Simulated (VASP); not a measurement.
# SnTe (Fm-3m) in VASP: further runs

Aim: see how the results for SnTe move with the level of theory and the settings. Levels: PBEsol, PBE. Tasks: vibrations by perturbation theory, elastic constants.

Program: VASP 6.6.1. These are calculated values, not measurements. Logs are shortened: lines on timing, memory, paths and dates and some standing lists are left out, and cuts for length are marked.

## (1) The cell of the first run

Symmetry: Fm-3m, No. 225, cubic system. Conventional cell: a = 6.302 Å, b = 6.302 Å, c = 6.302 Å, α = 90.00°, β = 90.00°, γ = 90.00°. Te (site symmetry m-3m) has 6 Sn at 3.15 Å within 4.1 Å. Sn (site symmetry m-3m) has 6 Te at 3.15 Å within 4.1 Å.

## (2) Vibrations by perturbation theory, PBEsol

Input file INCAR:

```
PREC = Accurate
ENCUT = 520
EDIFF = 1E-8
ISMEAR = -1
SIGMA = 0.05
LREAL = False
LASPH = True
NELM = 60
ALGO = Normal
ISIF = 2
LWAVE = False
LCHARG = False
GGA = PS
IBRION = 8
NSW = 1
```

Input file KPOINTS:

```
regular mesh
0
Gamma
  7 7 7
```

Input file POSCAR:

```
SnTe
1.0
    0.0000000000      3.1508500000      3.1508500000
    3.1508500000      0.0000000000      3.1508500000
    3.1508500000      3.1508500000      0.0000000000
Te Sn
1 1
Direct
    0.5000000000      0.5000000000      0.5000000000
    0.0000000000      0.0000000000      0.0000000000
```

Potentials or basis: VASP PAW PBE potentials, release 64 (Te, Sn_d).

The run is started by

```sh
$ cat potpaw_PBE.64/Te/POTCAR potpaw_PBE.64/Sn_d/POTCAR > POTCAR
$ mpirun -np 1 vasp_std > vasp.out
```

OUTCAR:

```text
PREC = Accurate
   ENCUT = 520
   EDIFF = 1E-8
   ISMEAR = -1
   LREAL = False
   LASPH = True
   NELM = 60
   ISIF = 2
   GGA = PS
   IBRION = 8
   NSW = 1

 ion  position               nearest neighbor table
   1  0.500  0.500  0.500-   2 3.15   2 3.15   2 3.15   2 3.15   2 3.15   2 3.15
   2  0.000  0.000  0.000-   1 3.15   1 3.15   1 3.15   1 3.15   1 3.15   1 3.15

  LATTYP: Found a face centered cubic cell.
 ALAT       =     6.3017000000

  Lattice vectors:

 A1 = (   0.0000000000,   3.1508500000,   3.1508500000)
 A2 = (   3.1508500000,   0.0000000000,   3.1508500000)
 A3 = (   3.1508500000,   3.1508500000,   0.0000000000)

Analysis of symmetry for initial positions (statically):
=====================================================================
 Subroutine PRICEL returns:
 Original cell was already a primitive cell.

 Routine SETGRP: Setting up the symmetry group for a
 face centered cubic supercell.

 Subroutine GETGRP returns: Found 48 space group operations
 (whereof 48 operations were pure point group operations)
 out of a pool of 48 trial point group operations.

The static configuration has the point symmetry O_h .

Analysis of symmetry for dynamics (positions and initial velocities):
=====================================================================
 Subroutine PRICEL returns:
 Original cell was already a primitive cell.

 Routine SETGRP: Setting up the symmetry group for a
 face centered cubic supercell.

 Subroutine GETGRP returns: Found 48 space group operations
 (whereof 48 operations were pure point group operations)
 out of a pool of 48 trial point group operations.

The dynamic configuration has the point symmetry O_h .

 Subroutine INISYM returns: Found 48 space group operations
 (whereof 48 operations are pure point group operations),
 and found     1 'primitive' translations

----------------------------------------------------------------------------------------

                                     Primitive cell

  volume of cell :      62.5624

  direct lattice vectors                    reciprocal lattice vectors
     0.000000000  3.150850000  3.150850000    -0.158687338  0.158687338  0.158687338
     3.150850000  0.000000000  3.150850000     0.158687338 -0.158687338  0.158687338
     3.150850000  3.150850000  0.000000000     0.158687338  0.158687338 -0.158687338

  length of vectors
     4.455974803  4.455974803  4.455974803     0.274854533  0.274854533  0.274854533

  position of ions in fractional coordinates (direct lattice)
     0.500000000  0.500000000  0.500000000
     0.000000000  0.000000000  0.000000000

  ion indices of the primitive-cell ions
   primitive index   ion index
                 1           1
                 2           2

----------------------------------------------------------------------------------------

 KPOINTS: regular mesh

Automatic generation of k-mesh.
 Grid dimensions read from file:
 generate k-points for:    7    7    7

 Generating k-lattice:

  Cartesian coordinates                     Fractional coordinates (reciprocal lattice)
    -0.022669620  0.022669620  0.022669620     0.142857143  0.000000000  0.000000000
     0.022669620 -0.022669620  0.022669620     0.000000000  0.142857143  0.000000000
     0.022669620  0.022669620 -0.022669620     0.000000000  0.000000000  0.142857143

  Length of vectors
     0.039264933  0.039264933  0.039264933

  Shift w.r.t. Gamma in fractional coordinates (k-lattice)
     0.000000000  0.000000000  0.000000000

 Subroutine IBZKPT returns following result:
 ===========================================

 Found     20 irreducible k-points:

 Following reciprocal coordinates:
            Coordinates               Weight
  0.000000  0.000000  0.000000      1.000000
  0.142857  0.000000  0.000000      8.000000
  0.285714  0.000000  0.000000      8.000000
  0.428571  0.000000  0.000000      8.000000
  0.142857  0.142857  0.000000      6.000000
  0.285714  0.142857  0.000000     24.000000
[... 12 lines left out ...]
 -0.428571  0.428571  0.142857     24.000000
 -0.285714  0.428571  0.142857     24.000000
   k-points           NKPTS =     20   k-points in BZ     NKDIM =     20   number of bands    NBANDS=     14
   number of dos      NEDOS =    301   number of ions     NIONS =      2
   total plane-waves  NPLWV =  46656
   dimension x,y,z NGX =    36 NGY =   36 NGZ =   36
   dimension x,y,z NGXF=    72 NGYF=   72 NGZF=   72
   ions per type =               1   1
   NGX,Y,Z   is equivalent  to a cutoff of  13.43, 13.43, 13.43 a.u.
   NGXF,Y,Z  is equivalent  to a cutoff of  26.86, 26.86, 26.86 a.u.
 SYSTEM =  unknown system
   PREC   = accura    normal or accurate (medium, high low for compatibility)
   ISTART =      0    job   : 0-new  1-cont  2-samecut
   ICHARG =      2    charge: 1-file 2-atom 10-const
   ISPIN  =      1    spin polarized calculation?
   LNONCOLLINEAR =      F non collinear calculations
   LSORBIT =      F    spin-orbit coupling
   LASPH  =      T    aspherical Exc in radial PAW
   ENCUT  =  520.0 eV  38.22 Ry    6.18 a.u.   8.29  8.29  8.29*2*pi/ulx,y,z
   NELM   =     60;   NELMIN=  2; NELMDL= -5     # of ELM steps
   EDIFF  = 0.1E-07   stopping-criterion for ELM
   LREAL  =      F    real-space projection
   EDIFFG = 0.1E-06   stopping-criterion for IOM
   NSW    =      1    number of steps for IOM
   IBRION =      8    ionic relax: 0-MD 1-quasi-New 2-CG
   NFREE  =      0    steps in history (QN), initial steepest desc. (CG)
   ISIF   =      2    stress and relaxation
   ISYM   =      2    0-nonsym 1-usesym 2-fastsym
   POTIM  = 0.5000    time-step for ionic-motion
   TEBEG  =    0.0;   TEEND  =   0.0 temperature during run
   PSTRESS=    0.0 pullay stress
   NELECT =      20.0000    total number of electrons
   NUPDOWN=      -1.0000    fix difference up-down
   EMIN   =  10.00;   EMAX   =-10.00  energy-range for DOS
   EFERMI =   0.00;   METHOD = LEGACY
   ISMEAR =    -1;   SIGMA  =   0.05  broadening in eV -4-tet -1-fermi 0-gaus
   EFERMI_NEDOS =   21; number of points for ismear=-14 and -15
   IALGO  =     38    algorithm
   IMIX   =      4    mixing-type and parameters
     AMIX     =   0.40;   BMIX     =  1.00
     AMIX_MAG =   1.60;   BMIX_MAG =  1.00
  volume/ion in A,a.u.               =      31.28       211.10
  Fermi-wavevector in a.u.,A,eV,Ry     =   1.119387  2.115336 17.048485  1.253028
  Thomas-Fermi vector in A             =   2.256026
   LORBIT       =      0    0 simple, 1 ext, 2 COOP (PROOUT), +10 PAW based schemes
   GGA     = PS    functional components
   LHFCALC =     F    Hartree Fock is set to
   AEXX    =    0.0000 exact exchange contribution
   IVDW    =     0    specifies the selected vdW correction
   LEPSILON=     F    determine dielectric tensor
   LRPA    =     F    only Hartree local field effects (RPA)
 non-spin polarized calculation
  energy-cutoff  :      520.00
  volume of cell :       62.56
 maximum number of plane-waves:      1705
 NGX is ok and might be reduce to    36
   NGX = 17   NGY = 17   NGZ = 17

--------------------------------------- Ionic step        1  -------------------------------------------

 number of electron      19.9999998 magnetization

 Free energy of the ion-electron system (eV)
  ---------------------------------------------------
  ext. energy  EPLUGINS =         0.00000000
  ---------------------------------------------------
  free energy    TOTEN  =        -8.34444633 eV

  energy without entropy =       -8.34437602  energy(sigma->0) =       -8.34441118

 E-fermi :   6.8409     XC(G=0):  -9.6552

 val. band max:        6.5204099090   @ k =   0.4286   0.0000   0.0000
 cond. band min:       7.1829802609   @ k =   0.4286   0.0000   0.0000
 fundamental gap:      0.6625703518
 Fermi energy:         6.8409081269

 k-point     1 :       0.0000    0.0000    0.0000
  band No.  band energies     occupation
      1     -14.9796      2.00000
      2     -14.9796      2.00000
      3     -14.9724      2.00000
      4     -14.9724      2.00000
      5     -14.9724      2.00000
      6      -6.0208      2.00000
      7       2.0893      2.00000
      8       4.6676      2.00000
      9       4.6676      2.00000
     10       4.6676      2.00000
     11      10.1349      0.00000
     12      10.1349      0.00000
     13      10.1349      0.00000
     14      11.5182      0.00000
[... 311 lines left out ...]
      3     -14.9703      2.00000
      4     -14.9673      2.00000
      5     -14.9619      2.00000
      6      -4.3779      2.00000
      7      -0.7039      2.00000
      8       1.8327      2.00000
      9       2.5558      2.00000
     10       5.5756      2.00000
     11       7.9735      0.00000
     12      10.8892      0.00000
     13      11.7986      0.00000
     14      12.0335      0.00000

------------------------ aborting loop because EDIFF is reached ----------------------------------------

  FORCE on cell =-STRESS in cart. coord.  units (eV):
  Direction    XX          YY          ZZ          XY          YZ          ZX
  --------------------------------------------------------------------------------------
  -------------------------------------------------------------------------------------
  Total       -0.1443665     -0.1443665     -0.1443665      0.0000000      0.0000000      0.0000000
  in kB       -3.6971234     -3.6971234     -3.6971234      0.0000000      0.0000000      0.0000000
  external PRESSURE =      -3.6971234 kB  Pullay stress =       0.0000000 kB

 VOLUME and BASIS-vectors are now :
 -----------------------------------------------------------------------------
  energy-cutoff  :      520.00
  volume of cell :       62.56
      direct lattice vectors                 reciprocal lattice vectors
     0.000000000  3.150850000  3.150850000    -0.158687338  0.158687338  0.158687338
     3.150850000  0.000000000  3.150850000     0.158687338 -0.158687338  0.158687338
     3.150850000  3.150850000  0.000000000     0.158687338  0.158687338 -0.158687338

 POSITION                                       TOTAL-FORCE (eV/Angst)
 -----------------------------------------------------------------------------------
      3.15085      3.15085      3.15085        -0.000000     -0.000000      0.000000
      0.00000      0.00000      0.00000         0.000000      0.000000     -0.000000
 -----------------------------------------------------------------------------------
    total drift:                               -0.000000      0.000000      0.000000

  FREE ENERGIE OF THE ION-ELECTRON SYSTEM (eV)
  ---------------------------------------------------
  free  energy   TOTEN  =        -8.3444463292 eV

  energy  without entropy=       -8.3443760247  energy(sigma->0) =       -8.34441118

[... ionic steps 2 to 3 ...]

--------------------------------------- Ionic step        4  -------------------------------------------

------------------------ aborting loop because EDIFF is reached ----------------------------------------

[... ionic steps 5 to 6 ...]

--------------------------------------- Ionic step        7  -------------------------------------------

 Free energy of the ion-electron system (eV)
  ---------------------------------------------------
  ---------------------------------------------------
  free energy    TOTEN  =        -0.22021564 eV

  energy without entropy =       -0.22021564

------------------------ aborting loop because EDIFF is reached ----------------------------------------

 INTERNAL STRAIN TENSOR  FOR ION    2  DIRECTION 1   (eV/Angst):
 -----------------------------------------------------------------------------
     0.02261  0.00000  0.00000
    -0.00000  0.00504  0.00000
     0.00000  0.00000  0.00504

 INTERNAL STRAIN TENSOR FOR ION    2 for displacements in x,y,z  (eV/Angst):
          X           Y           Z          XY          YZ          ZX
  --------------------------------------------------------------------------------
  x     0.00000     0.00000     0.00000     0.00000     0.00000     0.00000
  y     0.00000     0.00000     0.00000     0.00000     0.00000     0.00000
  z     0.00000     0.00000     0.00000     0.00000     0.00000     0.00000

 SECOND DERIVATIVES (NOT SYMMETRIZED)
 ------------------------------------
               1X          1Y          1Z          2X          2Y          2Z
  1X    -0.074568    0.000000    0.000000    0.074568    0.000000    0.000000
  1Y     0.000000   -0.074568    0.000000    0.000000    0.074568    0.000000
  1Z     0.000000    0.000000   -0.074568    0.000000    0.000000    0.074568
  2X     0.068543    0.000000    0.000000   -0.068543    0.000000    0.000000
  2Y     0.000000    0.068543    0.000000    0.000000   -0.068543    0.000000
  2Z     0.000000    0.000000    0.068543    0.000000    0.000000   -0.068543

 Eigenvectors and eigenvalues of the dynamical matrix
 ----------------------------------------------------

   1 f  =    0.532980 THz     3.348811 2PiTHz   17.778294 cm-1     2.204227 meV
             X         Y         Z           dx          dy          dz
      3.150850  3.150850  3.150850     0.000000    0.709230    0.000000
      0.000000  0.000000  0.000000     0.000000   -0.704977    0.000000
[... 21 lines left out ...]
   6 f/i=    0.011225 THz     0.070528 2PiTHz    0.374421 cm-1     0.046422 meV
             X         Y         Z           dx          dy          dz
      3.150850  3.150850  3.150850     0.000000    0.000000   -0.704977
      0.000000  0.000000  0.000000     0.000000    0.000000   -0.709230

--------------------------------------------------------------------------------------------------------

 ELASTIC MODULI CONTR FROM IONIC RELAXATION (kBar)
 Direction    XX          YY          ZZ          XY          YZ          ZX
 --------------------------------------------------------------------------------
 XX           0.0000      0.0000      0.0000      0.0000      0.0000      0.0000
 YY           0.0000      0.0000      0.0000      0.0000      0.0000      0.0000
 ZZ           0.0000      0.0000      0.0000      0.0000      0.0000      0.0000
 XY           0.0000      0.0000      0.0000      0.0000      0.0000      0.0000
 YZ           0.0000      0.0000      0.0000      0.0000      0.0000      0.0000
 ZX           0.0000      0.0000      0.0000      0.0000      0.0000      0.0000
 --------------------------------------------------------------------------------
```

Run time: 3.7 min. Hardware: 1 thread of Intel Xeon 8259CL, shared host; peak memory 0.3 GiB.

Results:

- Highest phonon frequency at Γ, LO-TO splitting left out: 18 cm⁻¹

Phonon frequencies in cm⁻¹ (negative: imaginary):
| q point | frequencies |
| --- | --- |
| (0.000, 0.000, 0.000) | 0 0 0 18 18 18 |

Caveat: this odd mesh misses L, so gap, dielectric constants and Born charges aren't listed; the PAW data sets were made with another functional, which shifts forces and pressure a little; spin-orbit coupling is left out, which moves the levels of the heavy elements.

[end of part 1 of 2]
